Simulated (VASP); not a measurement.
Wanted: the native input for a VASP 6.6.1 run.

| Quantity | Value |
| --- | --- |
| Task | single point |
| Functional | r2SCAN |
| Potentials or basis | VASP PAW PBE potentials, release 64 (Pt) |
| Cutoff | 520 eV |
| k mesh | 15 × 15 × 15 |
| Occupations | fermi-dirac, width 0.1 eV |
| Spin | no spin polarisation |
| Dipole correction | no |
| Further INCAR settings | ALGO = Normal; EDIFF = 1e-07; NBANDS = 11 |

Pt:

```
Pt
1.0
     0.00000    1.93112    1.93112
     1.93112    0.00000    1.93112
     1.93112    1.93112    0.00000
Pt
1
Direct
  0.00000 0.00000 0.00000
```

One way to write it, as run:

POSCAR

```
Pt
1.0
    0.0000000000      1.9311193148      1.9311193148
    1.9311193148      0.0000000000      1.9311193148
    1.9311193148      1.9311193148      0.0000000000
Pt
1
Direct
    0.0000000000      0.0000000000      0.0000000000
```

INCAR.step1

```
SYSTEM = Pt
ALGO = Normal ; EDIFF = 1E-4
ENCUT = 520 ; GGA = PE
ISMEAR = -1 ; LASPH = .TRUE.
LCHARG = .FALSE. ; LREAL = .FALSE.
LWAVE = .TRUE. ; NBANDS = 11
NELM = 60 ; PREC = Accurate
SIGMA = 0.1
```

INCAR.step2

```
SYSTEM = Pt
ALGO = Normal ; EDIFF = 1E-7
ENCUT = 520 ; ISIF = 2
ISMEAR = -1 ; ISTART = 1
LASPH = .TRUE. ; LCHARG = .FALSE.
LMIXTAU = .TRUE. ; LREAL = .FALSE.
LWAVE = .FALSE. ; METAGGA = R2SCAN
NBANDS = 11 ; NELM = 60
PREC = Accurate ; SIGMA = 0.1
```

KPOINTS

```
k-points
0
G
  15 15 15
  0 0 0
```

Potentials or basis: VASP PAW PBE potentials, release 64 (Pt).

Run with:

```console
$ cat potpaw_PBE.64/Pt/POTCAR > POTCAR
$ cp INCAR.step1 INCAR
$ mpirun -np 1 vasp_std > vasp.out
$ cp INCAR.step2 INCAR
$ mpirun -np 1 vasp_std > vasp.out
```

It gave:

| Item | Value |
| --- | --- |
| Pressure | 20.6 GPa |
| Band gap on the k mesh | zero (band 5 reaches 12.45 eV, above the bottom of band 6 at 9.93 eV) |

Caveat: the PAW data sets were made with another functional, which shifts forces and pressure a little; spin-orbit coupling is left out, which moves the levels of the heavy elements.

It took 45 s on 1 thread of Intel(R) Xeon(R) Platinum 8488C (Sapphire Rapids), with other jobs on the host, peak memory 0.14 GiB.
